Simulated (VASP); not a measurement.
# ZrC (I4/mmm) in VASP: notebook, part 2 of 2

VASP 6.6.1. The steps go on from the part before.

### 3 Electric field gradients, PBE (equal xx and yy strain of -1 %)

INCAR reads:

```
  PREC = Accurate
  ENCUT = 520
  EDIFF = 1E-8
  ISMEAR = -1
  SIGMA = 0.05
  LREAL = F
  LASPH = T
  NELM = 60
  ALGO = Normal
  ISIF = 2
  LWAVE = F
  LCHARG = F
  GGA = PE
  LEFG = T
  NBANDS = 15
```

KPOINTS reads:

```
regular mesh
0
Gamma
  15 15 15
```

POSCAR reads:

```
ZrC
1.0
    0.0000000000      2.3267079000      2.3502100000
    2.3267079000      0.0000000000      2.3502100000
    2.3267079000      2.3267079000      0.0000000000
Zr C
1 1
Direct
    0.5000000000      0.5000000000      0.5000000000
    0.0000000000      0.0000000000      0.0000000000
```

Potentials or basis: VASP PAW PBE potentials, release 64 (Zr_sv, C).

On the command line:

```bash
> cat potpaw_PBE.64/Zr_sv/POTCAR potpaw_PBE.64/C/POTCAR > POTCAR
> mpirun -np 1 vasp_std > vasp.out
```

OUTCAR:

```text
PREC = Accurate
   ENCUT = 520
   EDIFF = 1E-8
   ISMEAR = -1
   LREAL = F
   LASPH = T
   NELM = 60
   ISIF = 2
   GGA = PE

 ion  position               nearest neighbor table
   1  0.500  0.500  0.500-   2 2.33   2 2.33   2 2.33   2 2.33   2 2.35   2 2.35
   2  0.000  0.000  0.000-   1 2.33   1 2.33   1 2.33   1 2.33   1 2.35   1 2.35

  LATTYP: Found a body centered tetragonal cell.
 ALAT       =     3.2904618679
 C/A-ratio  =     1.4284985479

  Lattice vectors:

 A1 = (  -2.3267079000,   0.0000000000,   2.3502100000)
 A2 = (   2.3267079000,   0.0000000000,   2.3502100000)
 A3 = (   0.0000000000,   2.3267079000,  -2.3502100000)

Analysis of symmetry for initial positions (statically):
=====================================================================
 Subroutine PRICEL returns:
 Original cell was already a primitive cell.

 Routine SETGRP: Setting up the symmetry group for a
 body centered tetragonal supercell.

 Subroutine GETGRP returns: Found 16 space group operations
 (whereof 16 operations were pure point group operations)
 out of a pool of 16 trial point group operations.

The static configuration has the point symmetry D_4h.

Analysis of symmetry for dynamics (positions and initial velocities):
=====================================================================
 Subroutine PRICEL returns:
 Original cell was already a primitive cell.

 Routine SETGRP: Setting up the symmetry group for a
 body centered tetragonal supercell.

 Subroutine GETGRP returns: Found 16 space group operations
[... 576 lines left out ...]
      3     -15.9480      2.00000
      4     -15.9411      2.00000
      5      -0.7483      2.00000
      6       7.4564      2.00000
      7       9.1598      2.00000
      8       9.4428      1.99930
      9      10.4063      0.00002
     10      12.8487      0.00000
     11      13.2203      0.00000
     12      13.9105      0.00000
     13      15.9257      0.00000
     14      19.3118      0.00000
     15      22.5443      0.00000

 [... further k-points ...]

------------------------ aborting loop because EDIFF is reached ----------------------------------------

  FORCE on cell =-STRESS in cart. coord.  units (eV):
  Direction    XX          YY          ZZ          XY          YZ          ZX
  --------------------------------------------------------------------------------------
  -------------------------------------------------------------------------------------
  Total        1.1986885      1.1986885      0.5723812      0.0000000      0.0000000      0.0000000
  in kB       75.4738556     75.4738556     36.0392321      0.0000000      0.0000000      0.0000000
  external PRESSURE =      62.3289811 kB  Pullay stress =       0.0000000 kB

 VOLUME and BASIS-vectors are now :
 -----------------------------------------------------------------------------
  energy-cutoff  :      520.00
  volume of cell :       25.45
      direct lattice vectors                 reciprocal lattice vectors
     0.000000000  2.326707900  2.350210000    -0.214895905  0.214895905  0.212746946
     2.326707900  0.000000000  2.350210000     0.214895905 -0.214895905  0.212746946
     2.326707900  2.326707900  0.000000000     0.214895905  0.214895905 -0.212746946

 POSITION                                       TOTAL-FORCE (eV/Angst)
 -----------------------------------------------------------------------------------
      2.32671      2.32671      2.35021        -0.000000     -0.000000      0.000000
      0.00000      0.00000      0.00000         0.000000      0.000000      0.000000
 -----------------------------------------------------------------------------------
    total drift:                                0.000000      0.000000      0.000000

  FREE ENERGIE OF THE ION-ELECTRON SYSTEM (eV)
  ---------------------------------------------------
  free  energy   TOTEN  =       -19.4475773478 eV

  energy  without entropy=      -19.4451570359  energy(sigma->0) =      -19.44636719

 Electric field gradients (V/A^2)
---------------------------------------------------------------------
 ion       V_xx      V_yy      V_zz      V_xy      V_xz      V_yz
---------------------------------------------------------------------
   1      -7.492    -7.492    14.985     0.000    -0.000    -0.000
   2      -0.578    -0.578     1.156    -0.000    -0.000    -0.000
---------------------------------------------------------------------

 Electric field gradients after diagonalization (V/A^2)
 (convention: |V_zz| > |V_xx| > |V_yy|)
----------------------------------------------------------------------
 ion       V_xx      V_yy      V_zz     asymmetry (V_yy - V_xx)/ V_zz
----------------------------------------------------------------------
   1      -7.492    -7.492    14.985       0.000
   2      -0.578    -0.578     1.156       0.000
----------------------------------------------------------------------

           NMR quadrupolar parameters

 Cq : quadrupolar parameter    Cq=e*Q*V_zz/h
 eta: asymmetry parameters     (V_yy - V_xx)/ V_zz
 Q  : nuclear electric quadrupole moment in mb (millibarn)
----------------------------------------------------------------------
 ion       Cq(MHz)       eta       Q (mb)
----------------------------------------------------------------------
   1       0.036       0.000       1.000
   2       0.003       0.000       1.000
----------------------------------------------------------------------
```

OSZICAR:

```text
N       E                     dE             d eps       ncg     rms          rms(c)
DAV:   1     0.100483908947E+03    0.10048E+03   -0.86165E+03  8648   0.108E+03
DAV:   2    -0.167494475281E+02   -0.11723E+03   -0.10970E+03 11034   0.288E+02
DAV:   3    -0.227480558415E+02   -0.59986E+01   -0.59616E+01 14393   0.551E+01
DAV:   4    -0.228881835822E+02   -0.14013E+00   -0.14005E+00 10434   0.587E+00
DAV:   5    -0.228896039444E+02   -0.14204E-02   -0.14203E-02 11450   0.540E-01    0.212E+01
DAV:   6    -0.195491100919E+02    0.33405E+01   -0.62788E+00 10247   0.227E+01    0.741E+00
DAV:   7    -0.194607127901E+02    0.88397E-01   -0.60390E-01 10010   0.583E+00    0.647E+00
DAV:   8    -0.194847175397E+02   -0.24005E-01   -0.31476E-01 10516   0.439E+00    0.532E+00
DAV:   9    -0.194490590088E+02    0.35659E-01   -0.56975E-02  9571   0.173E+00    0.108E+00
DAV:  10    -0.194475900574E+02    0.14690E-02   -0.68932E-03 11426   0.669E-01    0.111E-01
DAV:  11    -0.194475850543E+02    0.50031E-05   -0.19474E-04  9887   0.133E-01    0.535E-02
DAV:  12    -0.194475790625E+02    0.59918E-05   -0.40393E-06 11062   0.176E-02    0.155E-02
DAV:  13    -0.194475774251E+02    0.16374E-05   -0.19975E-06 11001   0.932E-03    0.250E-03
DAV:  14    -0.194475773486E+02    0.76424E-07   -0.70165E-08 10049   0.180E-03    0.775E-04
DAV:  15    -0.194475773478E+02    0.79558E-09   -0.41559E-09  7842   0.570E-04
   1 F= -.19447577E+02 E0= -.19446367E+02  d E =-.242031E-02
```

stdout:

```text
POSCAR found type information on POSCAR ZrC
 POSCAR found :  2 types and       2 ions
 scaLAPACK will be used
 LDA part: xc-table for (Slater+PW92), standard interpolation
 POSCAR, INCAR and KPOINTS ok, starting setup
 FFT: planning ... GRIDC
 FFT: planning ... GRID_SOFT
 FFT: planning ... GRID
 WAVECAR not read
 entering main loop
ion   1

ion   2
```

Run time: 3.3 min. Hardware: 1 thread of Intel Xeon 8259CL, shared host; peak memory 0.24 GiB.

What came out:

* Free energy: -19.4476 eV
* Pressure: 6.2 GPa
* Band gap on the k mesh: zero (bands 8 and 9 overlap by 1.33 eV)
* Largest electric field gradient by atom: Zr +15.0; C +1.2 V/Å²

Stress tensor (GPa, compression positive):
```
7.55 0.00 0.00
0.00 7.55 0.00
0.00 0.00 3.60
```

Electric field gradients, principal values (V/Å²):
| atom | least | middle | greatest (by size) |
| --- | --- | --- | --- |
| 1 Zr | -7.492 | -7.492 | 14.985 |
| 2 C | -0.578 | -0.578 | 1.156 |

Caveat: the cell differs from its parent crystal (equal xx and yy strain of -1 %); the cell stands under pressure; without QUAD_EFG the Cq values of the log hold for a quadrupole moment of 1 mb, not for the nuclei.
